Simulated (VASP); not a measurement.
GaAs:

```xyz
4
Lattice="4.2498 0.0000 0.0000 -2.1249 3.6804 0.0000 0.0000 0.0000 5.7732" Properties=species:S:1:pos:R:3 pbc="T T T"
Ga    0.0000    2.4536    1.4433
Ga    2.1249    1.2268    4.3299
As    2.1249    1.2268    1.4433
As    0.0000    2.4536    4.3299
```

Base run:

```yaml
Program: VASP 6.6.1
Functional: PBEsol
Potentials_or_basis: VASP PAW PBE potentials, release 64 (Ga_d, As)
Cutoff: 520 eV
k_mesh: 6 × 6 × 4
Occupations: fermi-dirac, width 0.02 eV
Spin: no spin polarisation
```

Its results: band gap on the k mesh zero (band 18 reaches 4.07 eV, above the bottom of band 19 at 3.06 eV); pressure -0.5 GPa.

Q: The run is repeated on the same cell with these changes: occupations from fermi-dirac, width 0.02 eV to fermi-dirac, width 0.5 eV. What comes out?

A: Band gap on the k mesh zero (band 18 reaches 4.05 eV, above the bottom of band 19 at 3.05 eV); pressure 0.7 GPa.

Caveats: the PAW data sets were made with another functional, which shifts forces and pressure a little.
